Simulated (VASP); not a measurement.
## Si: single point with r2SCAN

Crystal: Si.

```
CELL_PARAMETERS angstrom
0.00000 2.74907 2.74907
2.74907 0.00000 2.74907
2.74907 2.74907 0.00000
ATOMIC_POSITIONS crystal
Si 0.00000 0.00000 0.00000
Si 0.25000 0.25000 0.25000
```

This cell differs from its parent crystal: volume changed by +3%.

```
Program                : VASP 6.6.1
Task                   : single point
Functional             : r2SCAN
Potentials or basis    : VASP PAW PBE potentials, release 64 (Si)
Cutoff                 : 520 eV
k mesh                 : 6 × 6 × 6
Occupations            : gaussian, width 0.01 eV
Spin                   : no spin polarisation
Dipole correction      : no
Further INCAR settings : ALGO = Normal; EDIFF = 1e-07; NBANDS = 11
```

```yaml
Pressure: -2.9 GPa
Band_gap_on_the_k_mesh: 0.97 eV, indirect (least direct gap 2.74 eV)
```

Levels at points of the mesh, in eV from the valence-band top:
| k point | band 2 | band 3 | band 4 | band 5 | band 6 | band 7 |
| --- | --- | --- | --- | --- | --- | --- |
| (0.00, 0.00, 0.00) | 0.00 | 0.00 | 0.00 | 2.74 | 2.74 | 2.74 |
| (0.50, 0.00, 0.00) | -7.09 | -1.24 | -1.24 | 1.74 | 3.60 | 3.60 |
| (0.50, 0.50, 0.00) | -8.04 | -2.91 | -2.91 | 0.99 | 0.99 | 10.55 |

Run time: 23 s on 1 thread of Intel(R) Xeon(R) Platinum 8488C (Sapphire Rapids), on a shared host, peak memory 0.15 GiB.

Caveat: the PAW data sets were made with another functional, which shifts forces and pressure a little. A k mesh can miss the band edges.
